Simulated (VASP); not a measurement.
# HfH (Pm-3m) in VASP: further runs

The runs below take HfH through single point, relaxation of cell and atoms, with PBE.

All numbers are computed with VASP 6.6.1; they aren't measurements. Logs are shortened: lines on timing, memory, paths and dates and some standing lists are left out, and cuts for length are marked.

## (1) The cell of the first run

It takes space group Pm-3m (No. 221, cubic). The conventional cell has a = 2.921 Å, b = 2.921 Å, c = 2.921 Å, α = 90.00°, β = 90.00°, γ = 90.00°. Hf (site symmetry m-3m) has 8 H at 2.53 Å and 6 Hf at 2.92 Å within 3.3 Å. Within 3.3 Å of H (site symmetry m-3m) lie 8 Hf at 2.53 Å and 6 H at 2.92 Å.

## (2) Single point, PBE

INCAR reads:

```
SYSTEM = HfH
  ALGO = Normal
  EDIFF = 1E-6
  ENCUT = 520
  GGA = PE
  ISIF = 2
  ISMEAR = 0
  LASPH = .True.
  LCHARG = .False.
  LREAL = .False.
  LWAVE = .False.
  NBANDS = 12
  NELM = 60
  PREC = Accurate
  SIGMA = 0.1
```

KPOINTS reads:

```
k-points
0
Gamma
  6 6 6
  0 0 0
```

POSCAR reads:

```
HfH
1.0
    2.9209231169      0.0000000000      0.0000000000
    0.0000000000      2.9209231169      0.0000000000
    0.0000000000      0.0000000000      2.9209231169
Hf H
1 1
Direct
    0.5000000000      0.5000000000      0.5000000000
    0.0000000000      0.0000000000      0.0000000000
```

Potentials or basis: VASP PAW PBE potentials, release 64 (Hf_pv, H).

On the command line:

```bash
cat potpaw_PBE.64/Hf_pv/POTCAR potpaw_PBE.64/H/POTCAR > POTCAR
mpirun -np 1 vasp_std > vasp.out
```

OUTCAR:

```text
SYSTEM = HfH
   EDIFF = 1E-6
   ENCUT = 520
   GGA = PE
   ISIF = 2
   ISMEAR = 0
   LASPH = .True.
   LREAL = .False.
   NELM = 60
   PREC = Accurate

 ion  position               nearest neighbor table
   1  0.500  0.500  0.500-
   2  0.000  0.000  0.000-

  LATTYP: Found a simple cubic cell.
 ALAT       =     2.9209231169

  Lattice vectors:

 A1 = (   2.9209231169,   0.0000000000,   0.0000000000)
 A2 = (   0.0000000000,   2.9209231169,   0.0000000000)
 A3 = (   0.0000000000,   0.0000000000,   2.9209231169)

Analysis of symmetry for initial positions (statically):
=====================================================================
 Subroutine PRICEL returns:
 Original cell was already a primitive cell.

 Routine SETGRP: Setting up the symmetry group for a
 simple cubic supercell.

 Subroutine GETGRP returns: Found 48 space group operations
 (whereof 48 operations were pure point group operations)
 out of a pool of 48 trial point group operations.

The static configuration has the point symmetry O_h .

Analysis of symmetry for dynamics (positions and initial velocities):
=====================================================================
 Subroutine PRICEL returns:
 Original cell was already a primitive cell.

 Routine SETGRP: Setting up the symmetry group for a
 simple cubic supercell.

 Subroutine GETGRP returns: Found 48 space group operations
 (whereof 48 operations were pure point group operations)
 out of a pool of 48 trial point group operations.

The dynamic configuration has the point symmetry O_h .

 Subroutine INISYM returns: Found 48 space group operations
 (whereof 48 operations are pure point group operations),
 and found     1 'primitive' translations

----------------------------------------------------------------------------------------

                                     Primitive cell

  volume of cell :      24.9207

  direct lattice vectors                    reciprocal lattice vectors
     2.920923117  0.000000000  0.000000000     0.342357522  0.000000000  0.000000000
     0.000000000  2.920923117  0.000000000     0.000000000  0.342357522  0.000000000
     0.000000000  0.000000000  2.920923117     0.000000000  0.000000000  0.342357522

  length of vectors
     2.920923117  2.920923117  2.920923117     0.342357522  0.342357522  0.342357522

  position of ions in fractional coordinates (direct lattice)
     0.500000000  0.500000000  0.500000000
     0.000000000  0.000000000  0.000000000

  ion indices of the primitive-cell ions
   primitive index   ion index
                 1           1
                 2           2

----------------------------------------------------------------------------------------

 KPOINTS: k-points

Automatic generation of k-mesh.
 Grid dimensions read from file:
 generate k-points for:    6    6    6

 Generating k-lattice:

  Cartesian coordinates                     Fractional coordinates (reciprocal lattice)
     0.057059587  0.000000000  0.000000000     0.166666667  0.000000000  0.000000000
     0.000000000  0.057059587  0.000000000     0.000000000  0.166666667  0.000000000
     0.000000000  0.000000000  0.057059587     0.000000000  0.000000000  0.166666667

  Length of vectors
     0.057059587  0.057059587  0.057059587

  Shift w.r.t. Gamma in fractional coordinates (k-lattice)
     0.000000000  0.000000000  0.000000000

 Subroutine IBZKPT returns following result:
 ===========================================

 Found     20 irreducible k-points:

 Following reciprocal coordinates:
            Coordinates               Weight
  0.000000  0.000000  0.000000      1.000000
  0.166667  0.000000  0.000000      6.000000
  0.333333  0.000000  0.000000      6.000000
  0.500000  0.000000  0.000000      3.000000
  0.166667  0.166667  0.000000     12.000000
  0.333333  0.166667  0.000000     24.000000
[... 12 lines left out ...]
  0.500000  0.500000  0.333333      6.000000
  0.500000  0.500000  0.500000      1.000000
   k-points           NKPTS =     20   k-points in BZ     NKDIM =     20   number of bands    NBANDS=     12
   number of dos      NEDOS =    301   number of ions     NIONS =      2
   total plane-waves  NPLWV =  13824
   dimension x,y,z NGX =    24 NGY =   24 NGZ =   24
   dimension x,y,z NGXF=    48 NGYF=   48 NGZF=   48
   ions per type =               1   1
   NGX,Y,Z   is equivalent  to a cutoff of  13.66, 13.66, 13.66 a.u.
   NGXF,Y,Z  is equivalent  to a cutoff of  27.32, 27.32, 27.32 a.u.
 SYSTEM =  HfH
   PREC   = accura    normal or accurate (medium, high low for compatibility)
   ISTART =      0    job   : 0-new  1-cont  2-samecut
   ICHARG =      2    charge: 1-file 2-atom 10-const
   ISPIN  =      1    spin polarized calculation?
   LNONCOLLINEAR =      F non collinear calculations
   LSORBIT =      F    spin-orbit coupling
   LASPH  =      T    aspherical Exc in radial PAW
   ENCUT  =  520.0 eV  38.22 Ry    6.18 a.u.   5.43  5.43  5.43*2*pi/ulx,y,z
   NELM   =     60;   NELMIN=  2; NELMDL= -5     # of ELM steps
   EDIFF  = 0.1E-05   stopping-criterion for ELM
   LREAL  =      F    real-space projection
   EDIFFG = 0.1E-04   stopping-criterion for IOM
   NSW    =      0    number of steps for IOM
   IBRION =     -1    ionic relax: 0-MD 1-quasi-New 2-CG
   NFREE  =      0    steps in history (QN), initial steepest desc. (CG)
   ISIF   =      2    stress and relaxation
   ISYM   =      2    0-nonsym 1-usesym 2-fastsym
   POTIM  = 0.5000    time-step for ionic-motion
   TEBEG  =    0.0;   TEEND  =   0.0 temperature during run
   PSTRESS=    0.0 pullay stress
   NELECT =      11.0000    total number of electrons
   NUPDOWN=      -1.0000    fix difference up-down
   EMIN   =  10.00;   EMAX   =-10.00  energy-range for DOS
   EFERMI =   0.00;   METHOD = LEGACY
   ISMEAR =     0;   SIGMA  =   0.10  broadening in eV -4-tet -1-fermi 0-gaus
   EFERMI_NEDOS =   21; number of points for ismear=-14 and -15
   IALGO  =     38    algorithm
   IMIX   =      4    mixing-type and parameters
     AMIX     =   0.40;   BMIX     =  1.00
     AMIX_MAG =   1.60;   BMIX_MAG =  1.00
  volume/ion in A,a.u.               =      12.46        84.09
  Fermi-wavevector in a.u.,A,eV,Ry     =   1.246481  2.355507 21.139568  1.553714
  Thomas-Fermi vector in A             =   2.380656
   LORBIT       =      0    0 simple, 1 ext, 2 COOP (PROOUT), +10 PAW based schemes
   GGA     = PE    functional components
   LHFCALC =     F    Hartree Fock is set to
   AEXX    =    0.0000 exact exchange contribution
   IVDW    =     0    specifies the selected vdW correction
   LEPSILON=     F    determine dielectric tensor
   LRPA    =     F    only Hartree local field effects (RPA)
 non-spin polarized calculation
 Gauss-broadening in eV      SIGMA  =   0.10
  energy-cutoff  :      520.00
  volume of cell :       24.92
 maximum number of plane-waves:       691
 NGX is ok and might be reduce to    24
   NGX = 11   NGY = 11   NGZ = 11

 number of electron      11.0000004 magnetization

 Free energy of the ion-electron system (eV)
  ---------------------------------------------------
  ext. energy  EPLUGINS =         0.00000000
  ---------------------------------------------------
  free energy    TOTEN  =       -12.54976485 eV

  energy without entropy =      -12.54212755  energy(sigma->0) =      -12.54594620

 E-fermi :   4.8351     XC(G=0): -11.2773

 val. band max:        4.8056993042   @ k =   0.3333   0.1667   0.1667
 cond. band min:       5.0989121707   @ k =   0.5000   0.3333   0.1667
 fundamental gap:      0.2932128665
 Fermi energy:         4.8351140341

 k-point     1 :       0.0000    0.0000    0.0000
  band No.  band energies     occupation
      1     -25.2202      2.00000
      2     -25.2202      2.00000
      3     -25.2202      2.00000
      4      -4.5338      2.00000
      5       3.1350      2.00000
      6       3.1350      2.00000
      7      11.0193      0.00000
      8      11.0194      0.00000
      9      11.0194      0.00000
     10      11.3975      0.00000
     11      15.7471      0.00000
     12      15.7471      0.00000

 k-point     2 :       0.1667    0.0000    0.0000
  band No.  band energies     occupation
      1     -25.4673      2.00000
      2     -25.1992      2.00000
      3     -25.1992      2.00000
      4      -3.8941      2.00000
      5       3.3511      2.00000
      6       3.5735      2.00000
      7       9.6489      0.00000
      8       9.6490      0.00000
      9       9.8900      0.00000
     10      11.1175      0.00000
     11      16.9858      0.00000
     12      17.4404      0.00000

 k-point     3 :       0.3333    0.0000    0.0000
  band No.  band energies     occupation
      1     -25.9341      2.00000
      2     -25.1569      2.00000
      3     -25.1569      2.00000
      4      -2.2400      2.00000
      5       2.8079      2.00000
      6       3.8350      2.00000
      7       7.9606      0.00000
      8       7.9606      0.00000
      9      10.5280      0.00000
     10      11.3216      0.00000
     11      17.4692      0.00000
     12      17.6060      0.00000
[... 226 lines left out ...]
 k-point    19 :       0.5000    0.5000    0.3333
  band No.  band energies     occupation
      1     -25.9274      2.00000
      2     -25.9274      2.00000
      3     -25.6963      2.00000
      4       0.3267      2.00000
      5       3.4360      2.00000
      6       3.4360      2.00000
      7       5.3714      0.00000
      8       8.9690      0.00000
      9      13.1897      0.00000
     10      13.1897      0.00000
     11      13.5366      0.00000
     12      16.6022      0.00000

 k-point    20 :       0.5000    0.5000    0.5000
  band No.  band energies     occupation
      1     -25.8972      2.00000
      2     -25.8972      2.00000
      3     -25.8972      2.00000
      4       2.2561      2.00000
      5       2.7558      2.00000
      6       2.7558      2.00000
      7       2.7558      2.00000
      8      13.6027      0.00000
      9      13.6027      0.00000
     10      14.0761      0.00000
     11      14.0761      0.00000
     12      14.0761      0.00000

------------------------ aborting loop because EDIFF is reached ----------------------------------------

  FORCE on cell =-STRESS in cart. coord.  units (eV):
  Direction    XX          YY          ZZ          XY          YZ          ZX
  --------------------------------------------------------------------------------------
  -------------------------------------------------------------------------------------
  Total       -0.0962663     -0.0962663     -0.0962663     -0.0000000      0.0000000      0.0000000
  in kB       -6.1890569     -6.1890569     -6.1890569     -0.0000000      0.0000000      0.0000000
  external PRESSURE =      -6.1890569 kB  Pullay stress =       0.0000000 kB

 VOLUME and BASIS-vectors are now :
 -----------------------------------------------------------------------------
  energy-cutoff  :      520.00
  volume of cell :       24.92
      direct lattice vectors                 reciprocal lattice vectors
     2.920923117  0.000000000  0.000000000     0.342357522  0.000000000  0.000000000
     0.000000000  2.920923117  0.000000000     0.000000000  0.342357522  0.000000000
     0.000000000  0.000000000  2.920923117     0.000000000  0.000000000  0.342357522

 POSITION                                       TOTAL-FORCE (eV/Angst)
 -----------------------------------------------------------------------------------
      1.46046      1.46046      1.46046         0.000000      0.000000      0.000000
      0.00000      0.00000      0.00000         0.000000      0.000000      0.000000
 -----------------------------------------------------------------------------------
    total drift:                                0.000000     -0.000000     -0.000000

  FREE ENERGIE OF THE ION-ELECTRON SYSTEM (eV)
  ---------------------------------------------------
  free  energy   TOTEN  =       -12.5497648467 eV

  energy  without entropy=      -12.5421275486  energy(sigma->0) =      -12.54594620
```

Wall time 4.1 s (1 thread of AMD EPYC 9R14 (Zen 4), shared host); peak memory 0.11 GiB.

What came out:

```
Free energy : -12.5498 eV
Pressure    : -0.6 GPa
```

Caveat: spin-orbit coupling is left out, which moves the levels of the heavy elements.

## (3) Single point, PBE

This run uses another cell than the first one, of 15.03 Å³/atom, 1.206 times its volume.

INCAR reads:

```
  ALGO = Normal
  EDIFF = 1E-7
  ENCUT = 520
  GGA = PE
  ISIF = 2
  ISMEAR = 0
  LASPH = T
  LCHARG = T
  LELF = T
  LREAL = F
  LVHAR = T
  LWAVE = F
  NBANDS = 12
  NELM = 80
  PREC = Accurate
  SIGMA = 0.1
```

KPOINTS reads:

```
k-points
0
Gamma
  6 6 6
```

POSCAR reads:

```
HfH
1.0
    3.1091846900      0.0000000000      0.0000000000
    0.0000000000      3.1091846900      0.0000000000
    0.0000000000      0.0000000000      3.1091846900
Hf H
1 1
Direct
    0.5000000000      0.5000000000      0.5000000000
    0.0000000000      0.0000000000      0.0000000000
```

Potentials or basis: VASP PAW PBE potentials, release 64 (Hf_pv, H).

On the command line:

```bash
cat potpaw_PBE.64/Hf_pv/POTCAR potpaw_PBE.64/H/POTCAR > POTCAR
mpirun -np 1 vasp_std > vasp.out
```

Wall time 4.7 s (1 thread of AMD EPYC 9R14 (Zen 4), shared host); peak memory 0.11 GiB.

Results (log left out):

* Free energy: -12.2691 eV
* Pressure: -14.7 GPa

Levels at points of the mesh, in eV from the Fermi level:
```tsv
k point	band 4	band 5	band 6	band 7	band 8	band 9
(0.00, 0.00, 0.00)	-8.38	-1.31	-1.31	4.97	4.98	4.98
(0.50, 0.00, 0.00)	-4.88	-3.68	-0.54	2.17	2.17	5.28
(0.50, 0.50, 0.00)	-5.27	-1.02	2.35	2.35	2.88	2.88
(0.50, 0.50, 0.50)	-2.23	-1.50	-1.50	-1.50	6.93	6.93
```

Caveat: spin-orbit coupling is left out, which moves the levels of the heavy elements.

(Continued in part 2 of 2.)
